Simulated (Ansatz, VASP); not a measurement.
**Two plane-wave programs on TiSnTe3**

The input INCAR:

```
PREC     = Accurate       # precision mode
ENCUT    = 520            # plane-wave cutoff, eV
EDIFF    = 1E-6           # SCF threshold, eV
ISMEAR   = 0              # smearing method
SIGMA    = 0.1            # smearing width, eV
LREAL    = F              # projectors in reciprocal space
LASPH    = T              # aspherical terms in the spheres
NELM     = 80             # most SCF steps
ALGO     = Normal         # electronic algorithm
ISIF     = 2              # what is computed and relaxed
LWAVE    = F              # write WAVECAR
LCHARG   = T              # write CHGCAR
GGA      = PE             # functional
LELF     = T              # ELF
LVHAR    = T            
NBANDS   = 30             # bands
```

Contents of KPOINTS:

```
regular mesh
0
Gamma
  4 4 4
```

POSCAR

```
TiSnTe3
1.0
    5.0247071400      0.0000000000      0.0000000000
    0.0000000000      5.0247071400      0.0000000000
    0.0000000000      0.0000000000      6.8831629400
Ti Sn Te
1 1 3
Direct
    0.5000000000      0.5000000000      0.8655555900
    0.0000000000      0.0000000000      0.7514637200
    0.0000000000      0.5000000000      0.6358629100
    0.5000000000      0.0000000000      0.6358629100
    0.0000000000      0.0000000000      0.2557646100
```

Input for Ansatz:

```yaml
crystal:
  lattice:
    - [5.02470714, 0.0, 0.0]
    - [0.0, 5.02470714, 0.0]
    - [0.0, 0.0, 6.88316294]
  atoms:
    - { symbol: Ti, position: [0.5, 0.5, 0.86555559] }
    - { symbol: Sn, position: [0.0, 0.0, 0.75146372] }
    - { symbol: Te, position: [0.0, 0.5, 0.63586291] }
    - { symbol: Te, position: [0.5, 0.0, 0.63586291] }
    - { symbol: Te, position: [0.0, 0.0, 0.25576461] }
basis:
  ecutwfc: 420
kpoints:
  mp_grid: { grid: [4, 4, 4] }
hamiltonian:
  xc: pbe
scf:
  occupations: { method: gaussian, width: 0.1 }
  lower_state_search: "off"
output:
  forces: true
  stress: true
  eigenvalues: true
```

Alike in both runs: task single point; functional PBE; k mesh 4 × 4 × 4; occupations gaussian, width 0.1 eV; no spin polarisation.

|  | VASP | Ansatz |
| --- | --- | --- |
| version | VASP 6.6.1 | Ansatz 0.2.0 |
| potentials or method | VASP PAW PBE potentials, release 64 (Ti_sv, Sn_d, Te), cutoff 520 eV | scalar-relativistic, plane waves, PAW |
| valence electrons in the cell | 44 | 74 |

VASP gave:

- gap on the k mesh at the Fermi level (eV): none
- pressure (GPa): 6.1
- traceless stress, the component that is largest in VASP (GPa): -9.99
- rms of the force components (eV/Å): 1.085

Problem. What did Ansatz give for the same quantities?

Solution. gap on the k mesh at the Fermi level (eV): none; pressure (GPa): 6.1; traceless stress, the component that is largest in VASP (GPa): -9.98; rms of the force components (eV/Å): 1.087.

Atom by atom the forces differ by 0.005 eV/Å (rms over components). A gap of «none» marks a metal or a gap that the smearing closes. The functional is the same, so the differences come from potentials, cutoffs and numerics. VASP's potentials hold 44 valence electrons a cell and Ansatz's 74, so a difference there can come from the potentials and not from the codes.

Neither program's run includes spin-orbit coupling.
